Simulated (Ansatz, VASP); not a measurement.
## CaO: VASP beside Ansatz

```xyz
8
Lattice="-3.9542 3.9542 2.3170 3.9542 -3.9542 2.3170 3.9542 3.9542 -2.3170" Properties=species:S:1:pos:R:3 pbc="T T T"
Ca   -1.1584    2.7958    2.3170
Ca    5.1126    1.1584    0.0000
Ca    1.1584    2.7958    0.0000
Ca    2.7958    1.1584    2.3170
O     1.1584    2.7958    2.3170
O     2.7958    1.1584    0.0000
O     2.7958   -1.1584    2.3170
O     1.1584    5.1126    0.0000
```

Alike in both runs: task single point; functional PBE; k mesh 4 × 4 × 4; occupations gaussian, width 0.1 eV; no spin polarisation.

|  | VASP | Ansatz |
| --- | --- | --- |
| version | VASP 6.6.1 | Ansatz 0.2.0 |
| potentials or method | VASP PAW PBE potentials, release 64 (Ca_sv, O), cutoff 520 eV | scalar-relativistic, plane waves, PAW |
| valence electrons in the cell | 64 | 64 |

|  | VASP | Ansatz | Ansatz less VASP |
| --- | --- | --- | --- |
| gap on the k mesh at the Fermi level (eV) | 2.36 | 2.38 | +0.020 |
| least direct gap on the mesh (eV) | 2.36 | 2.38 | +0.020 |
| pressure (GPa) | 4.1 | 3.6 | -0.51 |
| traceless stress, the component that is largest in VASP (GPa) | 2.97 | 2.81 | -0.169 |
| rms of the force components (eV/Å) | 0.121 | 0.114 | -0.0077 |

Atom by atom the forces differ by 0.008 eV/Å (rms over components).
